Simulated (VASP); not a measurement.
# H12C11S10O6 in VASP: a series of runs

The runs below take H12C11S10O6 through single point, with PBE.

Program: VASP 6.6.1. These are calculated values, not measurements. Logs are shortened: lines on timing, memory, paths and dates and some standing lists are left out, and cuts for length are marked.

**1. The cell of the first run**

The cell holds a disordered packing, 39 atoms: a = 8.848 Å, b = 8.848 Å, c = 8.848 Å, α = 90.00°, β = 90.00°, γ = 90.00°.

**2. Single point, PBE**

INCAR

```
PREC = Accurate
ENCUT = 910
EDIFF = 1E-6
ISMEAR = -1
SIGMA = 0.02
LREAL = Auto
LASPH = True
NELM = 120
ALGO = Normal
ISIF = 2
LWAVE = False
LCHARG = False
GGA = PE
NBANDS = 101
GGA_COMPAT = False
```

KPOINTS

```
Automatic mesh
0
Gamma
  1 1 1
```

POSCAR

```
H12C11S10O6
1.0
    8.8484930000      0.0000000000      0.0000000000
    0.0000000000      8.8484930000      0.0000000000
    0.0000000000      0.0000000000      8.8484930000
S C O H
10 11 6 12
Direct
    0.8938697245      0.4974632404      1.0938359786
    0.9246772303      0.4211112559      0.7543431407
    0.5433919652      0.6805339621      0.8377923789
    0.3105274537      0.4758098356      0.6752336245
    0.4654351877      0.3551113167      0.2364131384
    0.5818730941      0.1816919559     -0.0454766704
    0.0395321554      0.7573832064      0.4603608773
   -0.1088207902      0.9603330194      0.2028141967
    0.6719675316     -0.0124314954      0.6154607344
    0.5228121896     -0.0750297254      0.3121322467
    0.8832351452      0.4531393086      0.9200097689
    0.4211338586      0.5846984340      0.7545126611
    0.5135111708      0.2543144917      0.0979262797
   -0.0334633253      0.8637968070      0.3306890789
    0.5924511665     -0.0486636538      0.4658420366
    0.2902754175      0.6463699525      0.1933323561
    0.0060462273      0.7894677659      0.8417252520
    0.8970002011      0.2563713392      0.3956153890
    0.2406172441      0.0472170798      0.5801100820
    0.1834888721      0.2076172745     -0.0160366291
    0.7348821997      0.5829467232      0.4044304493
    0.2668816035      0.7112623585      0.0813923908
   -0.0247838813      0.9192638792      0.8728831000
    0.9777823184      0.2593661994      0.5036563853
    0.3072839635     -0.0615472036      0.6274514768
    0.1061197653      0.2012659105      0.0954625833
    0.6450702962      0.5521844228      0.5046735077
    0.3836585507      0.6798445792      0.2809630973
    0.2295532132      0.5491782612      0.2399278612
    0.1093745568      0.7338311733      0.8488338071
   -0.0820478696      0.7198513916      0.7860208512
    0.9437878292      0.3012603389      0.2881846660
    0.7789575016      0.2089734376      0.3955249781
    0.1384868587      0.0965475138      0.6354867433
    0.2660113988      0.1032831240      0.4760923696
    0.2287395153      0.3142569023     -0.0580098781
    0.2091316567      0.0981975123     -0.0841047170
    0.7104486606      0.6688144524      0.3163363524
    0.8469351787      0.5263269124      0.3987119615
```

Potentials or basis: VASP PAW PBE potentials, release 64 (S, C_h, O_h, H_h).

Launch:

```
$ cat potpaw_PBE.64/S/POTCAR potpaw_PBE.64/C_h/POTCAR potpaw_PBE.64/O_h/POTCAR potpaw_PBE.64/H_h/POTCAR > POTCAR
$ mpirun -np 1 vasp_gam > vasp.out
```

OUTCAR:

```text
PREC = Accurate
   ENCUT = 910
   EDIFF = 1E-6
   ISMEAR = -1
   LREAL = Auto
   LASPH = True
   NELM = 120
   ISIF = 2
   GGA = PE

 ion  position               nearest neighbor table
   1  0.894  0.497  0.094-  11 1.59
   2  0.925  0.421  0.754-  11 1.54
   3  0.543  0.681  0.838-  12 1.56
   4  0.311  0.476  0.675-  12 1.54
   5  0.465  0.355  0.236-  13 1.57
   6  0.582  0.182  0.955-  13 1.55
   7  0.040  0.757  0.460-  14 1.62
   8  0.891  0.960  0.203-  14 1.57
   9  0.672  0.988  0.615-  15 1.53
  10  0.523  0.925  0.312-  15 1.51
  11  0.883  0.453  0.920-   2 1.54   1 1.59
  12  0.421  0.585  0.755-   4 1.54   3 1.56
  13  0.514  0.254  0.098-   6 1.55   5 1.57
  14  0.967  0.864  0.331-   8 1.57   7 1.62
  15  0.592  0.951  0.466-  10 1.51   9 1.53
  16  0.290  0.646  0.193-  29 1.09  22 1.16  28 1.17
  17  0.006  0.789  0.842-  30 1.04  31 1.11  23 1.21
[... 8 lines left out ...]
  26  0.106  0.201  0.095-  20 1.20
  27  0.645  0.552  0.505-  21 1.22
[... 10 lines left out ...]
  38  0.710  0.669  0.316-  21 1.11
  39  0.847  0.526  0.399-  21 1.11

  LATTYP: Found a simple cubic cell.
 ALAT       =     8.8484930000

  Lattice vectors:

 A1 = (   8.8484930000,   0.0000000000,   0.0000000000)
 A2 = (   0.0000000000,   8.8484930000,   0.0000000000)
 A3 = (   0.0000000000,   0.0000000000,   8.8484930000)

Analysis of symmetry for initial positions (statically):
=====================================================================
 Subroutine PRICEL returns:
 Original cell was already a primitive cell.

 Routine SETGRP: Setting up the symmetry group for a
 simple cubic supercell.

 Subroutine GETGRP returns: Found  1 space group operations
 (whereof  1 operations were pure point group operations)
 out of a pool of 48 trial point group operations.

The static configuration has the point symmetry C_1 .

Analysis of symmetry for dynamics (positions and initial velocities):
=====================================================================
 Subroutine PRICEL returns:
 Original cell was already a primitive cell.

 Routine SETGRP: Setting up the symmetry group for a
 simple cubic supercell.

 Subroutine GETGRP returns: Found  1 space group operations
 (whereof  1 operations were pure point group operations)
 out of a pool of 48 trial point group operations.

The dynamic configuration has the point symmetry C_1 .
[... 150 lines left out ...]
   LREAL  =      T    real-space projection
   EDIFFG = 0.1E-04   stopping-criterion for IOM
   NSW    =      0    number of steps for IOM
   IBRION =     -1    ionic relax: 0-MD 1-quasi-New 2-CG
   NFREE  =      0    steps in history (QN), initial steepest desc. (CG)
   ISIF   =      2    stress and relaxation
   ISYM   =      2    0-nonsym 1-usesym 2-fastsym
   POTIM  = 0.5000    time-step for ionic-motion
   TEBEG  =    0.0;   TEEND  =   0.0 temperature during run
   PSTRESS=    0.0 pullay stress
   NELECT =     152.0000    total number of electrons
   NUPDOWN=      -1.0000    fix difference up-down
   EMIN   =  10.00;   EMAX   =-10.00  energy-range for DOS
   EFERMI =   0.00;   METHOD = LEGACY
   ISMEAR =    -1;   SIGMA  =   0.02  broadening in eV -4-tet -1-fermi 0-gaus
   EFERMI_NEDOS =   21; number of points for ismear=-14 and -15
   IALGO  =     38    algorithm
   IMIX   =      4    mixing-type and parameters
     AMIX     =   0.40;   BMIX     =  1.00
     AMIX_MAG =   1.60;   BMIX_MAG =  1.00
  volume/ion in A,a.u.               =      17.76       119.88
  Fermi-wavevector in a.u.,A,eV,Ry     =   0.987385  1.865888 13.264728  0.974930
  Thomas-Fermi vector in A             =   2.118836
   LORBIT       =      0    0 simple, 1 ext, 2 COOP (PROOUT), +10 PAW based schemes
   GGA     = PE    functional components
   LHFCALC =     F    Hartree Fock is set to
   AEXX    =    0.0000 exact exchange contribution
   IVDW    =     0    specifies the selected vdW correction
   LEPSILON=     F    determine dielectric tensor
   LRPA    =     F    only Hartree local field effects (RPA)
 non-spin polarized calculation
  energy-cutoff  :      910.00
  volume of cell :      692.80
 maximum number of plane-waves:     21574
 NGX is ok and might be reduce to    90
   NGX = 43   NGY = 43   NGZ = 43

 number of electron     152.0000001 magnetization

 Free energy of the ion-electron system (eV)
  ---------------------------------------------------
  ext. energy  EPLUGINS =         0.00000000
  ---------------------------------------------------
  free energy    TOTEN  =      -215.61427308 eV

  energy without entropy =     -215.61427308  energy(sigma->0) =     -215.61427308

 E-fermi :  -0.1759     XC(G=0):  -7.1831

 val. band max:       -0.7300986452   @ k =   0.0000   0.0000   0.0000
 cond. band min:       1.7071931487   @ k =   0.0000   0.0000   0.0000
 fundamental gap:      2.4372917940
 Fermi energy:        -0.1759344718

 k-point     1 :       0.0000    0.0000    0.0000
  band No.  band energies     occupation
      1     -22.2744      2.00000
      2     -22.0558      2.00000
      3     -21.5973      2.00000
      4     -21.5333      2.00000
      5     -21.4726      2.00000
      6     -21.2942      2.00000
[... 80 lines left out ...]
     87       2.7009      0.00000
     88       2.7436      0.00000
 [bands above 88 left out]

------------------------ aborting loop because EDIFF is reached ----------------------------------------

  FORCE on cell =-STRESS in cart. coord.  units (eV):
  Direction    XX          YY          ZZ          XY          YZ          ZX
  --------------------------------------------------------------------------------------
  -------------------------------------------------------------------------------------
  Total        8.2991557      6.5326994     12.7172392      1.4469029      0.2458534      0.4938050
  in kB       19.1927215     15.1075946     29.4100315      3.3461241      0.5685634      1.1419791
  external PRESSURE =      21.2367825 kB  Pullay stress =       0.0000000 kB

 VOLUME and BASIS-vectors are now :
 -----------------------------------------------------------------------------
  energy-cutoff  :      910.00
  volume of cell :      692.80
      direct lattice vectors                 reciprocal lattice vectors
     8.848493000  0.000000000  0.000000000     0.113013595  0.000000000  0.000000000
     0.000000000  8.848493000  0.000000000     0.000000000  0.113013595  0.000000000
     0.000000000  0.000000000  8.848493000     0.000000000  0.000000000  0.113013595

 POSITION                                       TOTAL-FORCE (eV/Angst)
 -----------------------------------------------------------------------------------
      7.90940      4.40180      0.83031        -0.665849     -0.225841     -1.138057
      8.18200      3.72620      6.67480        -0.551488     -0.392558     -0.701685
      4.80820      6.02170      7.41320        -0.445823     -0.186506     -0.217793
      2.74770      4.21020      5.97480        -0.696853     -0.372990     -0.492203
      4.11840      3.14220      2.09190         0.059911     -0.828948     -0.328602
      5.14870      1.60770      8.44609        -0.104385     -0.492520     -0.226688
[... 31 lines left out ...]
      6.28640      5.91800      2.79910         0.005455      0.000292     -0.076652
      7.49410      4.65720      3.52800         0.019451      0.008970     -0.078277
 -----------------------------------------------------------------------------------
    total drift:                                0.002632     -0.010013      0.003647

  FREE ENERGIE OF THE ION-ELECTRON SYSTEM (eV)
  ---------------------------------------------------
  free  energy   TOTEN  =      -215.6142730764 eV

  energy  without entropy=     -215.6142730764  energy(sigma->0) =     -215.61427308
```

Wall time 3.1 min (1 thread of Intel Xeon 6975P-C (Granite Rapids), shared host); peak memory 1.3 GiB.

What came out:

| Quantity | Value |
| --- | --- |
| Free energy | -215.6143 eV |
| Pressure | 2.1 GPa |
| Largest force | 5.073 eV/Å |
| Band gap on the k mesh | 2.44 eV |

Forces in eV/Å, atoms in the order of the input:
```
S   -0.666 -0.226 -1.138
S   -0.551 -0.393 -0.702
S   -0.446 -0.187 -0.218
S   -0.697 -0.373 -0.492
S    0.060 -0.829 -0.329
S   -0.104 -0.493 -0.227
S   -0.733  1.330 -1.613
S    0.716 -0.637  0.814
S    0.643  0.110  1.020
S   -1.170 -0.426 -2.197
C    1.049  0.682  1.838
C    1.170  0.483  0.773
C    0.233  1.234  0.611
C    0.161 -0.798  0.699
C    0.624  0.445  1.172
C    1.887 -1.131  4.571
C   -2.793  0.640 -1.336
C   -0.678 -0.105 -1.609
C   -1.178 -0.108  0.946
C    0.125 -1.807 -0.956
C   -0.623 -0.328  0.927
O   -0.763  1.779 -3.281
O    0.504  0.466  0.461
O    0.853 -0.202  1.656
O    0.291 -0.234  0.301
O   -0.257  0.112  0.727
O    0.536  0.240 -0.749
H   -0.540 -0.038 -0.908
H   -0.839 -0.618 -0.298
H    2.463 -0.634  0.637
H   -0.245 -0.178  0.116
H   -0.390 -0.079 -0.368
H    0.286  0.218  0.126
H    0.125 -0.155  0.308
H    0.718  0.576 -1.356
H    0.345  0.566 -0.281
H   -0.141  1.087  0.508
H    0.005  0.000 -0.077
H    0.019  0.009 -0.078
```

Levels at points of the mesh, in eV from the valence-band top:
```
           k point  band 74  band 75  band 76  band 77  band 78  band 79
(0.00, 0.00, 0.00)    -0.21    -0.16     0.00     2.44     2.54     2.57
```

Caveat: the k points lie up to 0.71 Å⁻¹ apart; the cutoff is under 1.25 times the usual one of these potentials, so pressure, stress and relaxed cells hold a basis-set (Pulay) error.

**3. Single point, PBE**

INCAR

```
SYSTEM = H12C11S10O6
  PREC = Accurate
  ENCUT = 910
  EDIFF = 1E-6
  ISMEAR = -1
  SIGMA = 0.02
  LREAL = Auto
  LASPH = .True.
  NELM = 120
  ALGO = Normal
  ISIF = 2
  LWAVE = .False.
  LCHARG = .True.
  GGA = PE
  LELF = .True.
  LVHAR = .True.
  NBANDS = 101
  GGA_COMPAT = .False.
```

KPOINTS

```
regular mesh
0
Gamma
  1 1 1
  0 0 0
```

POSCAR

```
H12C11S10O6
1.0
    8.8484930000      0.0000000000      0.0000000000
    0.0000000000      8.8484930000      0.0000000000
    0.0000000000      0.0000000000      8.8484930000
S C O H
10 11 6 12
Direct
    0.8931577388      0.5137937048      1.1025493268
    0.8882190448      0.3763578725      0.7737701776
    0.5419001857      0.6496021413      0.8256999243
    0.2696504365      0.4891680425      0.6696281502
    0.4572756061      0.3482626929      0.2073573432
    0.5692946810      0.1361587787     -0.0511499529
    0.0407074967      0.7901684502      0.4647345034
   -0.1096457894      0.9284970898      0.1756570300
    0.7381030872     -0.0007345884      0.5980227368
    0.4968755697     -0.0538396764      0.3372099633
    0.9041313589      0.4467088351      0.9329950309
    0.4077078436      0.5645820141      0.7458332170
    0.5308135521      0.2551394910      0.0722495910
   -0.0403006478      0.8583043463      0.3177038169
    0.6127710108     -0.0125897144      0.4672773093
    0.2847942582      0.6577730242      0.2128045985
    0.0868848515      0.8321190964      0.8410810745
    0.8899368514      0.2565521609      0.3920102553
    0.2648586601      0.0469684499      0.6169299111
    0.1652145738      0.2086909036     -0.0227948420
    0.7118952346      0.5920104135      0.4174270127
    0.2794035097      0.7686732645      0.1345991911
   -0.0370119522      0.8944008884      0.8274968404
    0.9921576476      0.2537607251      0.4854951007
    0.3472907760     -0.0005989721      0.7144493418
    0.1395830906      0.2081145343      0.1098266112
    0.6003282141      0.5262817070      0.4645423803
    0.3728205470      0.6319381165      0.2974178767
    0.1983049543      0.5644237951      0.2026672790
    0.1670114900      0.8835176792      0.9271635294
    0.1104481859      0.7274006998      0.7825174298
    0.9181789487      0.2309206777      0.2735607069
    0.7766068188      0.2940048661      0.4288752898
    0.1414817190      0.0393852377      0.6260049028
    0.3064702656      0.1006047018      0.5129687055
    0.2482569631      0.2965476720     -0.0685766492
    0.1248800219      0.1227101609     -0.1015992215
    0.7155907791      0.6964010708      0.3419678357
    0.8277454703      0.5504779175      0.4448780148
```

Potentials or basis: VASP PAW PBE potentials, release 64 (S, C_h, O_h, H_h).

Launch:

```
$ cat potpaw_PBE.64/S/POTCAR potpaw_PBE.64/C_h/POTCAR potpaw_PBE.64/O_h/POTCAR potpaw_PBE.64/H_h/POTCAR > POTCAR
$ mpirun -np 1 vasp_gam > vasp.out
```

Wall time 5.7 min (1 thread of Intel Xeon Platinum 8259CL at 2.50GHz (Skylake/Cascade Lake), shared host); peak memory 1.3 GiB.

It converged, with:

```
Free energy            : -216.0479 eV
Pressure               : 0.3 GPa
Largest force          : 2.747 eV/Å
Band gap on the k mesh : 2.47 eV
```

Forces in eV/Å, atoms in the order of the input:
```
S    0.452 -0.721 -2.207
S    0.345  0.085 -0.065
S   -0.723 -0.540 -0.426
S   -0.309 -0.438 -0.349
S    1.011 -0.559 -1.160
S    0.406  0.244 -0.122
S   -0.667  0.429 -1.429
S   -0.336  0.280 -0.656
S   -1.743  0.041 -1.434
S    0.755  0.539  0.777
C   -0.922  0.796  2.259
C    1.084  0.927  0.763
C   -1.263  0.173  1.247
C    1.280 -0.774  1.894
C    0.783 -0.708  0.741
C   -0.719 -1.340  0.183
C   -1.074  1.827  1.748
C    1.183  0.394  0.910
C   -0.310  0.300 -0.280
C    1.726  0.924 -0.863
C    0.057 -0.118 -0.002
O    0.249  0.691 -0.355
O    0.621 -0.447 -0.316
O   -0.247 -0.114 -0.377
O    0.415 -0.303  0.464
O   -0.784 -0.213  1.386
O    0.562  0.749 -0.491
H    0.358  0.371  0.232
H    0.112  0.296 -0.021
H   -0.055 -0.840 -0.835
H    0.495 -0.640 -0.419
H   -0.361 -0.085 -0.300
H   -0.341 -0.182 -0.358
H   -0.507  0.067  0.032
H    0.185  0.208 -0.270
H   -0.645 -0.466 -0.112
H   -0.436 -0.268 -0.350
H   -0.603 -0.566  0.489
H   -0.033 -0.019  0.072
```

Stress tensor (GPa, compression positive):
```
 0.25 -0.35 -0.77
-0.35  0.82 -0.39
-0.77 -0.39 -0.19
```

Levels at points of the mesh, in eV from the valence-band top:
```csv
k point,band 73,band 74,band 75,band 76,band 77,band 78,band 79,band 80
"(0.00, 0.00, 0.00)",-0.27,-0.07,-0.03,0.00,2.47,2.71,2.77,2.89
```

Caveat: the k points lie up to 0.71 Å⁻¹ apart; the cutoff is under 1.25 times the usual one of these potentials, so pressure, stress and relaxed cells hold a basis-set (Pulay) error; the atoms stand as in a frame of molecular dynamics.
